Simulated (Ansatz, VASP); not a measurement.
**Mo in VASP and in Ansatz**

The input INCAR:

```
PREC     = Accurate       # precision mode
ENCUT    = 520            # plane-wave cutoff, eV
EDIFF    = 1E-6           # SCF threshold, eV
ISMEAR   = 0              # smearing method
SIGMA    = 0.15           # smearing width, eV
LREAL    = F              # projectors in reciprocal space
LASPH    = T              # aspherical terms in the spheres
NELM     = 60             # most SCF steps
ALGO     = Fast           # electronic algorithm
ISIF     = 2              # what is computed and relaxed
LWAVE    = F              # write WAVECAR
LCHARG   = T              # write CHGCAR
GGA      = PE             # functional
LELF     = T              # ELF
LVHAR    = T            
NBANDS   = 13             # bands
```

The input KPOINTS:

```
regular mesh
0
Gamma
  20 20 20
```

The input POSCAR:

```
Mo
1.0
   -1.2562744507      1.7303402812      1.7540435727
    1.2562744507     -1.7303402812      1.7540435727
    1.2562744507      1.7303402812     -1.7540435727
Mo
1
Direct
    0.0000000000      0.0000000000      0.0000000000
```

Input for Ansatz:

```yaml
crystal:
  lattice:
    - [-1.2562744507, 1.7303402812, 1.7540435727]
    - [1.2562744507, -1.7303402812, 1.7540435727]
    - [1.2562744507, 1.7303402812, -1.7540435727]
  atoms:
    - { symbol: Mo, position: [0.0, 0.0, 0.0] }
basis:
  ecutwfc: 420
kpoints:
  mp_grid: { grid: [20, 20, 20] }
hamiltonian:
  xc: pbe
scf:
  occupations: { method: gaussian, width: 0.15 }
output:
  forces: true
  stress: true
  eigenvalues: true
  write_density: true
  write_potential: true
  elf: true
  volumetric_format: npy
```

Change from the starting cell: strain +e along x and -e along y -0.1500, strain +e along z and -e/2 along x and y +0.1100.

Alike in both runs: task single point; functional PBE; k mesh 20 × 20 × 20; occupations gaussian, width 0.15 eV; no spin polarisation.

|  | VASP | Ansatz |
| --- | --- | --- |
| version | VASP 6.6.1 | Ansatz 0.2.0 |
| potentials or method | VASP PAW PBE potentials, release 64 (Mo_sv), cutoff 520 eV | scalar-relativistic, plane waves, PAW |
| valence electrons in the cell | 14 | 14 |

Ansatz gave:

* gap on the k mesh at the Fermi level (eV): none
* pressure (GPa): 21.8
* traceless stress, the component that is largest in VASP (GPa): 24.35

**Question.** Estimate VASP's values.

**Answer.** gap on the k mesh at the Fermi level (eV): none; pressure (GPa): 22.4; traceless stress, the component that is largest in VASP (GPa): 24.59.

A gap of «none» marks a metal or a gap that the smearing closes.
